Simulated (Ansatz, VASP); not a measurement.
**H3C2ClF4: VASP beside Ansatz**

```
CELL_PARAMETERS angstrom
8.36631 0.00000 0.00000
0.00000 8.36631 0.00000
0.00000 0.00000 8.36631
ATOMIC_POSITIONS crystal
C 0.95653 0.79923 0.56903
C 0.62522 0.00821 0.74361
C 0.25597 0.76167 0.04610
C 0.97772 0.28200 0.51754
C 0.55803 0.59425 0.35491
C 0.63744 0.53024 0.81251
C 0.05729 0.26019 0.01613
C 0.62639 0.12084 0.23804
Cl 0.02064 0.94293 0.71198
Cl 0.41594 0.97236 0.73116
Cl 0.17391 0.70298 0.23241
Cl 0.11815 0.39426 0.63078
H 0.82510 0.79343 0.57168
H 0.99865 0.83665 0.45011
H 0.00875 0.68174 0.60001
H 0.67289 0.02233 0.62210
H 0.64563 0.11793 0.81277
H 0.68348 0.90648 0.80271
H 0.34083 0.86021 0.06625
H 0.31795 0.65809 0.99347
H 0.15902 0.80170 0.96647
H 0.91717 0.36334 0.43404
H 0.04389 0.18864 0.45273
H 0.89209 0.22748 0.60192
F 0.70585 0.55714 0.39940
F 0.53234 0.74638 0.38602
F 0.54367 0.56846 0.19988
F 0.45598 0.50454 0.43302
F 0.73238 0.60770 0.91204
F 0.52801 0.45141 0.89373
F 0.56726 0.63375 0.71661
F 0.72275 0.42859 0.72698
F 0.13425 0.39729 0.00737
F 0.01547 0.23214 0.16673
F 0.92621 0.26625 0.92727
F 0.15036 0.14365 0.96617
F 0.63462 0.20942 0.36861
F 0.65114 0.21189 0.11167
F 0.73682 0.00854 0.24452
F 0.48403 0.05477 0.22832
```

Alike in both runs: functional LDA; k mesh 1 × 1 × 1; occupations fermi-dirac, width 0.02 eV; no spin polarisation.

Ansatz relaxed the structure, and its values are those at the end. VASP's run is a single point on that final structure, the one shown.

|  | VASP | Ansatz |
| --- | --- | --- |
| version | VASP 6.6.1 | Ansatz 0.2.0 |
| potentials or method | VASP PAW LDA potentials, release 64 (C, Cl, H, F), cutoff 520 eV | scalar-relativistic, plane waves, PAW |
| valence electrons in the cell | 184 | 184 |

|  | VASP | Ansatz | Ansatz less VASP |
| --- | --- | --- | --- |
| rms of the force components (eV/Å) | 0.192 | 0.061 | -0.1302 |

LDA's correlation is that of Perdew and Zunger in VASP and of Perdew and Wang (1992) in Ansatz. One of these differences is far larger than is usual between the two programs; its cause wasn't traced.
